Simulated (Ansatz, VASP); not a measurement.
## Ag: VASP beside Ansatz

File INCAR:

```
SYSTEM = Ag
PREC = Accurate
ENCUT = 520
EDIFF = 1E-7
ISMEAR = -1
SIGMA = 0.05
LREAL = .FALSE.
LASPH = .TRUE.
NELM = 60
ALGO = Normal
ISIF = 2
LWAVE = .FALSE.
LCHARG = .FALSE.
GGA = PS
NBANDS = 18
```

Contents of KPOINTS:

```
regular mesh
0
G
  9 9 9
  0 0 0
```

File POSCAR:

```
Ag
1.0
    0.0000000000      2.8140871700      2.8140871700
    2.8140871700      0.0000000000      2.8140871700
    2.8140871700      2.8140871700      0.0000000000
Ag
2
Direct
   -0.0875000000     -0.1375000000     -0.1375000000
    0.0875000000      0.1375000000      0.1375000000
```

Input for Ansatz:

```yaml
crystal:
  lattice:
    - [0.0, 2.81408717, 2.81408717]
    - [2.81408717, 0.0, 2.81408717]
    - [2.81408717, 2.81408717, 0.0]
  atoms:
    - { symbol: Ag, position: [-0.0875, -0.1375, -0.1375] }
    - { symbol: Ag, position: [0.0875, 0.1375, 0.1375] }
kpoints:
  mp_grid: { grid: [9, 9, 9] }
scf:
  occupations: { method: fermi_dirac, width: 0.05 }
hamiltonian:
  xc: pbesol
  pseudopotentials: { kind: paw }
output:
  forces: true
  stress: true
  eigenvalues: true
  populations: true
  write_density: true
  write_potential: true
  elf: true
  volumetric_format: npy
```

Change from the starting cell: shortest bond scaled by 1.1, PAW files.

Alike in both runs: task single point; functional PBEsol; k mesh 9 × 9 × 9; occupations fermi-dirac, width 0.05 eV; no spin polarisation.

|  | VASP | Ansatz |
| --- | --- | --- |
| version | VASP 6.6.1 | Ansatz 0.2.0 |
| potentials or method | VASP PAW PBE potentials, release 64 (Ag) | PAW with Ansatz's default frozen-core files, scalar-relativistic |
| plane-wave cutoff (eV) | 520 | 420 |
| valence electrons in the cell | 22 | 38 |

Ansatz gave:

| Quantity | Value |
| --- | --- |
| pressure (GPa) | 18.3 |
| traceless stress, the component that is largest in VASP (GPa) | 8.49 |
| rms of the force components (eV/Å) | 0.944 |

Problem. What did VASP give for the same quantities?

Solution. Pressure (GPa): 17.9; traceless stress, the component that is largest in VASP (GPa): 8.36; rms of the force components (eV/Å): 0.930.

VASP's potentials were made for PBE, not for PBEsol. Atom by atom the forces differ by 0.014 eV/Å (rms over components). With one functional, cell and mesh, what is left measures potentials, basis and numerics. VASP's potentials hold 22 valence electrons a cell and Ansatz's 38, so a difference there can come from the potentials and not from the codes.
